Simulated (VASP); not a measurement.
# ZnS (F-43m) in VASP: a series of runs, part 2 of 2

VASP 6.6.1.

### Step 3. Vibrations by perturbation theory, PBEsol

This run uses another cell than the first one, of 16.59 Å³/atom.

Contents of INCAR:

```
ALGO = Normal
EDIFF = 1E-8
ENCUT = 520
GGA = PS
IBRION = 8
ISIF = 2
ISMEAR = 0
LASPH = T
LCHARG = F
LEPSILON = T
LREAL = F
LWAVE = F
NELM = 80
NSW = 1
PREC = Accurate
SIGMA = 0.01
```

Contents of KPOINTS:

```
k-points
0
Gamma
  10 10 10
```

Contents of POSCAR:

```
ZnS
1.0
    0.0000000000      2.5506590799      2.5506590799
    2.5506590799      0.0000000000      2.5506590799
    2.5506590799      2.5506590799      0.0000000000
Zn S
1 1
Direct
    0.0000000000      0.0000000000      0.0000000000
    0.7500000000      0.7500000000      0.7500000000
```

Potentials or basis: VASP PAW PBE potentials, release 64 (Zn, S).

The run is started by

```sh
cat potpaw_PBE.64/Zn/POTCAR potpaw_PBE.64/S/POTCAR > POTCAR
mpirun -np 1 vasp_std > vasp.out
```

OUTCAR:

```text
EDIFF = 1E-8
   ENCUT = 520
   GGA = PS
   IBRION = 8
   ISIF = 2
   ISMEAR = 0
   LASPH = T
   LEPSILON = T
   LREAL = F
   NELM = 80
   NSW = 1
   PREC = Accurate

 ion  position               nearest neighbor table
   1  0.000  0.000  0.000-   2 2.21   2 2.21   2 2.21   2 2.21
   2  0.750  0.750  0.750-   1 2.21   1 2.21   1 2.21   1 2.21

  LATTYP: Found a face centered cubic cell.
 ALAT       =     5.1013181598

  Lattice vectors:

 A1 = (   0.0000000000,   2.5506590799,   2.5506590799)
 A2 = (   2.5506590799,   0.0000000000,   2.5506590799)
 A3 = (   2.5506590799,   2.5506590799,   0.0000000000)

Analysis of symmetry for initial positions (statically):
=====================================================================
 Subroutine PRICEL returns:
 Original cell was already a primitive cell.

 Routine SETGRP: Setting up the symmetry group for a
 face centered cubic supercell.

 Subroutine GETGRP returns: Found 24 space group operations
 (whereof 24 operations were pure point group operations)
 out of a pool of 48 trial point group operations.

The static configuration has the point symmetry T_d .

Analysis of symmetry for dynamics (positions and initial velocities):
=====================================================================
 Subroutine PRICEL returns:
 Original cell was already a primitive cell.

 Routine SETGRP: Setting up the symmetry group for a
 face centered cubic supercell.

 Subroutine GETGRP returns: Found 24 space group operations
 (whereof 24 operations were pure point group operations)
[... 641 lines left out ...]
          XX          YY          ZZ          XY          YZ          ZX
  --------------------------------------------------------------------------------
  x    -0.00000    -0.00000     0.00000     0.00000     0.61065     0.00000
  y    -0.00000     0.00000    -0.00000     0.00000     0.00000     0.61065
  z     0.00000    -0.00000     0.00000     0.61065     0.00000     0.00000

 BORN EFFECTIVE CHARGES (including local field effects) (in |e|, cummulative output)
 ---------------------------------------------------------------------------------
 ion    1
    1     1.75723     0.00000     0.00000
    2     0.00000     1.75723     0.00000
    3    -0.00000     0.00000     1.75723
 ion    2
    1    -1.75723     0.00000     0.00000
    2     0.00000    -1.75723     0.00000
    3     0.00000     0.00000    -1.75723

 INTERNAL STRAIN TENSOR FOR ION    2 for displacements in x,y,z  (eV/Angst):
          X           Y           Z          XY          YZ          ZX
  --------------------------------------------------------------------------------
  x     0.00000     0.00000     0.00000     0.00000    12.61674     0.00000
  y     0.00000     0.00000     0.00000     0.00000     0.00000    12.61674
  z     0.00000     0.00000     0.00000    12.61674     0.00000     0.00000

 SECOND DERIVATIVES (NOT SYMMETRIZED)
 ------------------------------------
               1X          1Y          1Z          2X          2Y          2Z
  1X    -9.997059    0.000000    0.000000    9.997059    0.000000    0.000000
  1Y     0.000000   -9.997059    0.000000    0.000000    9.997059    0.000000
  1Z     0.000000    0.000000   -9.997059    0.000000    0.000000    9.997059
  2X    10.012354    0.000000    0.000000  -10.012354    0.000000    0.000000
  2Y     0.000000   10.012354    0.000000    0.000000  -10.012354    0.000000
  2Z     0.000000    0.000000   10.012354    0.000000    0.000000  -10.012354

 Eigenvectors and eigenvalues of the dynamical matrix
 ----------------------------------------------------

   1 f  =   10.661932 THz    66.990894 2PiTHz  355.643765 cm-1    44.094187 meV
             X         Y         Z           dx          dy          dz
      0.000000  0.000000  0.000000     0.000000    0.573318    0.000000
      3.825989  3.825989  3.825989     0.000000   -0.819333    0.000000
[... 21 lines left out ...]
   6 f/i=    0.003828 THz     0.024053 2PiTHz    0.127693 cm-1     0.015832 meV
             X         Y         Z           dx          dy          dz
      0.000000  0.000000  0.000000     0.000000    0.000000    0.819333
      3.825989  3.825989  3.825989     0.000000    0.000000    0.573318

--------------------------------------------------------------------------------------------------------

 MACROSCOPIC STATIC DIELECTRIC TENSOR IONIC CONTRIBUTION
 ------------------------------------------------------
           1.682788     0.000000    -0.000000
           0.000000     1.682788     0.000000
          -0.000000     0.000000     1.682788
 ------------------------------------------------------

 ELASTIC MODULI CONTR FROM IONIC RELAXATION (kBar)
 Direction    XX          YY          ZZ          XY          YZ          ZX
 --------------------------------------------------------------------------------
 XX          -0.0000      0.0000      0.0000      0.0000      0.0000      0.0000
 YY           0.0000     -0.0000      0.0000      0.0000      0.0000     -0.0000
 ZZ           0.0000      0.0000     -0.0000      0.0000      0.0000      0.0000
 XY           0.0000      0.0000      0.0000   -767.4173      0.0000      0.0000
 YZ           0.0000      0.0000      0.0000      0.0000   -767.4173      0.0000
 ZX           0.0000     -0.0000      0.0000      0.0000      0.0000   -767.4173
 --------------------------------------------------------------------------------

 PIEZOELECTRIC TENSOR IONIC CONTR  for field in x, y, z        (C/m^2)
          XX          YY          ZZ          XY          YZ          ZX
  --------------------------------------------------------------------------------
  x     0.00000     0.00000     0.00000     0.00000    -1.06931     0.00000
  y     0.00000    -0.00000     0.00000     0.00000     0.00000    -1.06931
  z    -0.00000     0.00000     0.00000    -1.06931     0.00000     0.00000
```

stdout:

```text
POSCAR found type information on POSCAR ZnS
 POSCAR found :  2 types and       2 ions
 scaLAPACK will be used
 -----------------------------------------------------------------------------
|                                                                             |
|                                                                             |
[... 39 lines left out ...]
 first order change of Fermi-energy   0.30184E+00
 force on displaced ion       1 direction 1 :  -9.997   0.000   0.000
 Born effective charge ion    1 direction 1 :   1.755   0.000   0.000
 Linear response progress:
 first order change of Fermi-energy  -0.30156E+00
 force on displaced ion       2 direction 1 : -10.012  -0.000  -0.000
 Born effective charge ion    2 direction 1 :  -1.759   0.000   0.000
 Born effective charges drift removed
 Linear response finished
```

It took 13 min on 1 thread of Intel Xeon 8259CL, shared host; peak memory 0.33 GiB.

Results:

| Item | Value |
| --- | --- |
| Electronic dielectric tensor (diagonal) | 6.13 |
| Born charges (mean of the diagonal) | Zn +1.76; S -1.76 e |
| Highest phonon frequency at Γ, LO-TO splitting left out | 356 cm⁻¹ |

Phonon frequencies in cm⁻¹ (negative: imaginary):
```
              q point        frequencies
(0.000, 0.000, 0.000)  0 0 0 356 356 356
```

Electronic dielectric tensor:
```
6.13 0.00 0.00
0.00 6.13 0.00
0.00 0.00 6.13
```

Born effective charge tensors (e):
atom 1, Zn
```
1.76 0.00 0.00
0.00 1.76 0.00
0.00 0.00 1.76
```
atom 2, S
```
-1.76  0.00  0.00
 0.00 -1.76  0.00
 0.00  0.00 -1.76
```

Caveat: the cell stands under pressure or tension, which shifts response properties; the PAW data sets were made with another functional, which shifts forces and pressure a little.

### Step 4. Vibrations by perturbation theory, PBEsol

This run uses another cell than the first one, of 17.99 Å³/atom.

Contents of INCAR:

```
SYSTEM = ZnS
  ALGO = Normal
  EDIFF = 1E-8
  ENCUT = 520
  GGA = PS
  IBRION = 8
  ISIF = 2
  ISMEAR = 0
  LASPH = .TRUE.
  LCHARG = .TRUE.
  LEPSILON = .TRUE.
  LREAL = .FALSE.
  LWAVE = .FALSE.
  NBANDS = 16
  NELM = 100
  NSW = 1
  PREC = Accurate
  SIGMA = 0.01
```

Contents of KPOINTS:

```
k-points
0
G
  10 10 10
  0 0 0
```

Contents of POSCAR:

```
ZnS
1.0
    0.0000000000      2.6202631781      2.6202631781
    2.6202631781      0.0000000000      2.6202631781
    2.6202631781      2.6202631781      0.0000000000
Zn S
1 1
Direct
    0.0000000000      0.0000000000      0.0000000000
    0.7500000000      0.7500000000      0.7500000000
```

Potentials or basis: VASP PAW PBE potentials, release 64 (Zn, S).

The run is started by

```sh
cat potpaw_PBE.64/Zn/POTCAR potpaw_PBE.64/S/POTCAR > POTCAR
mpirun -np 1 vasp_std > vasp.out
```

OUTCAR:

```text
SYSTEM = ZnS
   EDIFF = 1E-8
   ENCUT = 520
   GGA = PS
   IBRION = 8
   ISIF = 2
   ISMEAR = 0
   LASPH = .TRUE.
   LEPSILON = .TRUE.
   LREAL = .FALSE.
   NELM = 100
   NSW = 1
   PREC = Accurate

 ion  position               nearest neighbor table
   1  0.000  0.000  0.000-   2 2.27   2 2.27   2 2.27   2 2.27
   2  0.750  0.750  0.750-   1 2.27   1 2.27   1 2.27   1 2.27

  LATTYP: Found a face centered cubic cell.
 ALAT       =     5.2405263562

  Lattice vectors:

 A1 = (   0.0000000000,   2.6202631781,   2.6202631781)
 A2 = (   2.6202631781,   0.0000000000,   2.6202631781)
 A3 = (   2.6202631781,   2.6202631781,   0.0000000000)

Analysis of symmetry for initial positions (statically):
[... 758 lines left out ...]
  z     0.00000     0.00000     0.00000     8.66248     0.00000     0.00000

 SECOND DERIVATIVES (NOT SYMMETRIZED)
 ------------------------------------
               1X          1Y          1Z          2X          2Y          2Z
  1X    -7.706085    0.000000    0.000000    7.706085    0.000000    0.000000
  1Y     0.000000   -7.706085    0.000000    0.000000    7.706085    0.000000
  1Z     0.000000    0.000000   -7.706085    0.000000    0.000000    7.706085
  2X     7.720329    0.000000    0.000000   -7.720329    0.000000    0.000000
  2Y     0.000000    7.720329    0.000000    0.000000   -7.720329    0.000000
  2Z     0.000000    0.000000    7.720329    0.000000    0.000000   -7.720329

 Eigenvectors and eigenvalues of the dynamical matrix
 ----------------------------------------------------

   1 f  =    9.361879 THz    58.822422 2PiTHz  312.278675 cm-1    38.717604 meV
             X         Y         Z           dx          dy          dz
      0.000000  0.000000  0.000000    -0.573134   -0.011862   -0.000000
      3.930395  3.930395  3.930395     0.819201    0.016955    0.000000
[... 21 lines left out ...]
   6 f/i=    0.004060 THz     0.025511 2PiTHz    0.135433 cm-1     0.016792 meV
             X         Y         Z           dx          dy          dz
      0.000000  0.000000  0.000000     0.810577   -0.119756    0.000000
      3.930395  3.930395  3.930395     0.567101   -0.083785    0.000000

--------------------------------------------------------------------------------------------------------

 MACROSCOPIC STATIC DIELECTRIC TENSOR IONIC CONTRIBUTION
 ------------------------------------------------------
           2.286436    -0.000000     0.000000
          -0.000000     2.286436    -0.000000
           0.000000    -0.000000     2.286436
 ------------------------------------------------------

 ELASTIC MODULI CONTR FROM IONIC RELAXATION (kBar)
 Direction    XX          YY          ZZ          XY          YZ          ZX
 --------------------------------------------------------------------------------
 XX          -0.0000      0.0000      0.0000      0.0000      0.0000      0.0000
 YY           0.0000     -0.0000     -0.0000      0.0000     -0.0000     -0.0000
 ZZ           0.0000     -0.0000     -0.0000      0.0000     -0.0000     -0.0000
 XY           0.0000      0.0000      0.0000   -432.8148     -0.0000      0.0000
 YZ           0.0000     -0.0000     -0.0000     -0.0000   -432.8148      0.0000
 ZX           0.0000     -0.0000     -0.0000      0.0000      0.0000   -432.8148
 --------------------------------------------------------------------------------

 PIEZOELECTRIC TENSOR IONIC CONTR  for field in x, y, z        (C/m^2)
          XX          YY          ZZ          XY          YZ          ZX
  --------------------------------------------------------------------------------
  x     0.00000    -0.00000    -0.00000    -0.00000    -0.93606     0.00000
  y     0.00000    -0.00000    -0.00000     0.00000     0.00000    -0.93606
  z     0.00000     0.00000     0.00000    -0.93606    -0.00000     0.00000
```

OSZICAR:

```text
N       E                     dE             d eps       ncg     rms          rms(c)
DAV:   1     0.897871062075E+02    0.89787E+02   -0.89514E+03  1504   0.139E+03
DAV:   2    -0.201464708385E+01   -0.91802E+02   -0.85660E+02  1688   0.266E+02
DAV:   3    -0.790336785517E+01   -0.58887E+01   -0.58612E+01  1872   0.656E+01
DAV:   4    -0.796459903866E+01   -0.61231E-01   -0.61214E-01  1856   0.687E+00
[... 169 lines left out ...]
RMM:   7    -0.104698669763E+00   -0.25876E-05   -0.44820E-08  9794   0.118E-03    0.607E-04
RMM:   8    -0.104699186246E+00   -0.51648E-06   -0.62649E-08 10295   0.282E-04    0.916E-05
RMM:   9    -0.104698754582E+00    0.43166E-06   -0.12830E-08 10144   0.980E-05    0.264E-05
RMM:  10    -0.104698926710E+00   -0.17213E-06   -0.26616E-08 10392   0.376E-05    0.468E-06
RMM:  11    -0.104698933530E+00   -0.68198E-08   -0.15855E-08 10257   0.203E-05    0.523E-06
 Linear response finished
```

stdout:

```text
POSCAR found type information on POSCAR ZnS
 POSCAR found :  2 types and       2 ions
 scaLAPACK will be used
 -----------------------------------------------------------------------------
|                                                                             |
|                                                                             |
[... 39 lines left out ...]
 first order change of Fermi-energy  -0.35171E-04
 force on displaced ion       1 direction 1 :  -7.706  -0.000  -0.000
 Born effective charge ion    1 direction 1 :   1.871   0.000   0.000
 Linear response progress:
 first order change of Fermi-energy   0.25591E-03
 force on displaced ion       2 direction 1 :  -7.720   0.000   0.000
 Born effective charge ion    2 direction 1 :  -1.874   0.000   0.000
 Born effective charges drift removed
 Linear response finished
```

Wall time 14 min (1 thread of Intel Xeon 8259CL, shared host); peak memory 0.37 GiB.

What came out:

| Item | Value |
| --- | --- |
| Electronic dielectric tensor (diagonal) | 6.08 |
| Born charges (mean of the diagonal) | Zn +1.87; S -1.87 e |
| Highest phonon frequency at Γ, LO-TO splitting left out | 312 cm⁻¹ |

Phonon frequencies in cm⁻¹ (negative: imaginary):
```tsv
q point	frequencies
(0.000, 0.000, 0.000)	0 0 0 312 312 312
```

Electronic dielectric tensor:
```
6.08 0.00 0.00
0.00 6.08 0.00
0.00 0.00 6.08
```

Born effective charge tensors (e):
atom 1, Zn
```
1.87 0.00 0.00
0.00 1.87 0.00
0.00 0.00 1.87
```
atom 2, S
```
-1.87  0.00  0.00
 0.00 -1.87  0.00
 0.00  0.00 -1.87
```

Caveat: the cell stands under pressure or tension, which shifts response properties; the PAW data sets were made with another functional, which shifts forces and pressure a little.
